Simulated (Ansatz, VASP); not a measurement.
# NbAs: VASP beside Ansatz

The input POSCAR:

```
NbAs
1.0
    0.0000000000      2.7162797754      2.7162797754
    2.7162797754      0.0000000000      2.7162797754
    2.7162797754      2.7162797754      0.0000000000
Nb As
1 1
Direct
    0.0000000000      0.0000000000      0.0000000000
    0.2500000000      0.2500000000      0.2500000000
```

Contents of INCAR.step1:

```
PREC = Accurate
ENCUT = 550
ISMEAR = 0
SIGMA = 0.1
LREAL = False
LASPH = True
NELM = 200
ISPIN = 2
MAGMOM = 1 0
LMAXMIX = 4
NBANDS = 20
GGA = PE
ALGO = Normal
EDIFF = 1E-5
LWAVE = True
LCHARG = False
GGA_COMPAT = False
```

File INCAR.step2:

```
PREC = Accurate
ENCUT = 550
EDIFF = 1E-6
ISMEAR = 0
SIGMA = 0.1
LREAL = False
LASPH = True
NELM = 200
ALGO = Normal
ISIF = 2
LWAVE = False
LCHARG = True
ISPIN = 2
MAGMOM = 1 0
LORBIT = 11
LMAXMIX = 4
METAGGA = R2SCAN
LMIXTAU = True
LELF = True
LVHAR = True
NBANDS = 20
ISTART = 1
GGA_COMPAT = False
```

The input KPOINTS:

```
Automatic mesh
0
Gamma
  12 12 12
```

Input for Ansatz:

```yaml
crystal:
  lattice:
    - [0.0, 2.7162798138, 2.7162798138]
    - [2.7162798138, 0.0, 2.7162798138]
    - [2.7162798138, 2.7162798138, 0.0]
  atoms:
    - { symbol: Nb, position: [0.0, 0.0, 0.0], spin: 1.0 }
    - { symbol: As, position: [0.25, 0.25, 0.25] }
basis:
  ecutwfc: 500
kpoints:
  mp_grid: { grid: [12, 12, 12] }
hamiltonian:
  xc: r2scan
scf:
  occupations: { method: gaussian, width: 0.1 }
  lower_state_search: "off"
output:
  forces: true
  stress: true
  eigenvalues: true
  populations: true
magnetization:
  spin_polarized: true
```

Alike in both runs: task single point; functional r2SCAN; k mesh 12 × 12 × 12; occupations gaussian, width 0.1 eV; collinear spin.

```csv
,VASP,Ansatz
version,VASP 6.6.1,Ansatz 0.2.0
potentials or method,"VASP PAW PBE potentials, release 64 (Nb_sv, As), cutoff 550 eV","scalar-relativistic, plane waves, PAW"
valence electrons in the cell,18,28
```

|  | VASP | Ansatz | Ansatz less VASP |
| --- | --- | --- | --- |
| gap on the k mesh at the Fermi level (eV) | none | none | - |
| net moment per atom (μB) | 0.00 | 0.00 | 0.000 |

VASP's potentials were made for PBE, not for r2SCAN. A gap of «none» marks a metal or a gap that the smearing closes. VASP's potentials hold 18 valence electrons a cell and Ansatz's 28, so a difference there can come from the potentials and not from the codes. Ansatz's warnings: seeded moment not kept, stability check not made.
